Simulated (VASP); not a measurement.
Input of a VASP 6.6.1 run:

Contents of INCAR:

```
SYSTEM = Cs4Ca3SbF12
ALGO = Normal ; EDIFF = 1E-7
ENCUT = 520 ; GGA = PS
ISIF = 2 ; ISMEAR = -1
ISYM = 0 ; LASPH = .TRUE.
LCHARG = .FALSE. ; LREAL = Auto
LWAVE = .FALSE. ; NBANDS = 181
NELM = 80 ; PREC = Accurate
SIGMA = 0.05
```

File KPOINTS:

```
Automatic mesh
0
Gamma
  1 1 1
  0.25 0.25 0.25
```

The input POSCAR:

```
Cs4Ca3SbF12
1.0
    8.9888280000      0.0000000000      0.0000000000
    0.0000000000      8.9888280000      0.0000000000
    0.0000000000      0.0000000000      8.9888280000
Cs Sb Ca F
8 2 6 24
Direct
    0.9945620000      0.9768180000      0.9814320000
    0.0029940000      0.9873290000      0.5116340000
    0.9944770000      0.5224180000      0.9816580000
    0.0034690000      0.5122400000      0.5116120000
    0.5105730000      0.0047520000      0.9986110000
    0.5109670000      0.0059910000      0.4902600000
    0.5103120000      0.4947960000      0.9989300000
    0.5117530000      0.4939700000      0.4899770000
    0.2316980000      0.2497820000      0.2216940000
    0.2507510000      0.2498980000      0.7679740000
    0.2517080000      0.7498570000      0.2470700000
    0.2588760000      0.7498090000      0.7482360000
    0.7772970000      0.2497930000      0.2353200000
    0.7521860000      0.2499410000      0.7423410000
    0.7544120000      0.7498960000      0.2459890000
    0.7479800000      0.7498640000      0.7428280000
    0.0089200000      0.2494690000      0.1083570000
    0.3233010000      0.2505550000      0.4249260000
    0.2553410000      0.7497980000      0.9991230000
    0.2552660000      0.7499900000      0.4967930000
    0.7356370000      0.2501510000      0.9863400000
    0.7531380000      0.2498680000      0.4910820000
    0.7467160000      0.7499280000      0.9940530000
    0.7524320000      0.7500170000      0.4947020000
    0.0531950000      0.2496890000      0.3646250000
    0.9974200000      0.2499050000      0.7660530000
    0.0044170000      0.7499770000      0.2470800000
    0.0036930000      0.7496640000      0.7426860000
    0.5281880000      0.2495020000      0.2178480000
    0.5031050000      0.2501800000      0.7476840000
    0.5014800000      0.7499910000      0.2473010000
    0.5033170000      0.7499260000      0.7430010000
    0.2335190000      0.0046180000      0.2448850000
    0.2562280000      0.9953940000      0.7618520000
    0.2331020000      0.4951040000      0.2444670000
    0.2564490000      0.5042290000      0.7608540000
    0.7680900000      0.9989340000      0.2443350000
    0.7504950000      0.9988880000      0.7417590000
    0.7681010000      0.5007650000      0.2443690000
    0.7506130000      0.5009280000      0.7415810000
```

Potentials or basis: VASP PAW PBE potentials, release 64 (Cs_sv, Sb, Ca_sv, F).

Run with:

```bash
$ cat potpaw_PBE.64/Cs_sv/POTCAR potpaw_PBE.64/Sb/POTCAR potpaw_PBE.64/Ca_sv/POTCAR potpaw_PBE.64/F/POTCAR > POTCAR
$ mpirun -np 1 vasp_std > vasp.out
```

Q: What does it give for the band gap on the k mesh?

A: 1.84 eV.

Q: What does it give for the pressure?

A: 1.4 GPa.

Forces on the atoms (eV/Å):
```
Cs   0.003 -0.004  0.004
Cs  -0.001 -0.004  0.001
Cs   0.004  0.009 -0.001
Cs  -0.005  0.004  0.000
Cs  -0.008 -0.007  0.001
Cs   0.003 -0.001 -0.001
Cs  -0.005  0.010 -0.005
Cs  -0.003  0.004  0.004
Sb  -0.028  0.001 -0.011
Sb   0.005 -0.003 -0.036
Ca   0.006  0.000  0.004
Ca  -0.015  0.002 -0.003
Ca   0.034 -0.001  0.016
Ca  -0.002 -0.001 -0.014
Ca  -0.009  0.001 -0.003
Ca   0.015  0.000  0.004
F    0.059  0.005  0.024
F   -0.012 -0.004  0.006
F    0.000 -0.002 -0.004
F    0.002  0.000  0.003
F   -0.004  0.000  0.015
F    0.002  0.001 -0.006
F   -0.005 -0.002 -0.003
F    0.000 -0.001 -0.005
F    0.022  0.000 -0.017
F    0.100  0.001 -0.002
F   -0.009 -0.001  0.003
F   -0.001  0.000  0.000
F   -0.060  0.001  0.006
F   -0.093 -0.002  0.009
F    0.011 -0.002  0.002
F   -0.001  0.000 -0.001
F   -0.001  0.076 -0.003
F    0.001  0.101  0.001
F   -0.002 -0.075 -0.006
F   -0.003 -0.105  0.008
F    0.000  0.006 -0.001
F    0.001  0.008  0.004
F   -0.002 -0.006  0.000
F    0.000 -0.007  0.006
```

Caveat: the PAW data sets were made with another functional, which shifts forces and pressure a little; spin-orbit coupling is left out, which moves the levels of the heavy elements.
